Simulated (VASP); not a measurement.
Input of a VASP 6.6.1 run:

The input POSCAR:

```
ZnO
1.0
    3.1481779032      0.0000000000      0.0000000000
   -1.5740889516      2.7264020398      0.0000000000
    0.0000000000      0.0000000000      5.0636281398
Zn O
2 2
Direct
    0.3333333333      0.6666666667      0.4994955208
    0.6666666667      0.3333333333     -0.0005044792
    0.6666666667      0.3333333333      0.3795144792
    0.3333333333      0.6666666667      0.8795144792
```

File INCAR.step1:

```
ALGO = Normal
EDIFF = 1E-4
ENCUT = 520
GGA = PE
ISMEAR = 0
LASPH = T
LCHARG = F
LREAL = F
LWAVE = T
NBANDS = 26
NELM = 100
PREC = Accurate
SIGMA = 0.01
```

INCAR.step2

```
ALGO = Normal
EDIFF = 1E-6
ENCUT = 520
ISIF = 2
ISMEAR = 0
ISTART = 1
LASPH = T
LCHARG = T
LELF = T
LMIXTAU = T
LREAL = F
LVHAR = T
LWAVE = F
METAGGA = R2SCAN
NBANDS = 26
NELM = 100
PREC = Accurate
SIGMA = 0.01
```

The input KPOINTS:

```
k-points
0
Gamma
  8 8 4
```

Potentials or basis: VASP PAW PBE potentials, release 64 (Zn, O).

The run is started by

```bash
$ cat potpaw_PBE.64/Zn/POTCAR potpaw_PBE.64/O/POTCAR > POTCAR
$ cp INCAR.step1 INCAR
$ mpirun -np 1 vasp_std > vasp.out
$ cp INCAR.step2 INCAR
$ mpirun -np 1 vasp_std > vasp.out
```

**Question.** Predict the largest force.

**Answer.** 0.004 eV/Å.

**Question.** Estimate the band gap on the k mesh.

**Answer.** 1.36 eV.

**Question.** What does it give for the pressure?

**Answer.** 16.6 GPa.

Stress tensor (GPa, compression positive):
```
16.56  0.00  0.00
 0.00 16.56  0.00
 0.00  0.00 16.75
```

Caveat: the cell stands under pressure; the PAW data sets were made with another functional, which shifts forces and pressure a little.
